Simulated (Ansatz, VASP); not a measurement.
**One calculation of Nb, two programs**

```
CELL_PARAMETERS angstrom
0.00000 2.05703 2.05703
2.05703 0.00000 2.05703
2.05703 2.05703 0.00000
ATOMIC_POSITIONS crystal
Nb 0.00000 0.00000 0.00000
```

Change from the starting cell: volume scaled by 0.92.

Alike in both runs: functional r2SCAN50; k mesh 8 × 8 × 8; occupations gaussian, width 0.15 eV; no spin polarisation.

|  | VASP | Ansatz |
| --- | --- | --- |
| version | VASP 6.6.1 | Ansatz 0.2.0 |
| potentials or method | VASP PAW PBE potentials, release 64 (Nb_sv) | Ansatz PAW earlier set |
| plane-wave cutoff (eV) | 440 | 770 |
| valence electrons in the cell | 13 | 13 |
| task | single point | atomic charges |

```csv
,VASP,Ansatz,Ansatz less VASP
gap on the k mesh at the Fermi level (eV),none,none,-
pressure (GPa),11.1,12.1,+1.07
```

VASP's potentials were made for PBE, not for r2SCAN50. A gap of «none» marks a metal or a gap that the smearing closes.
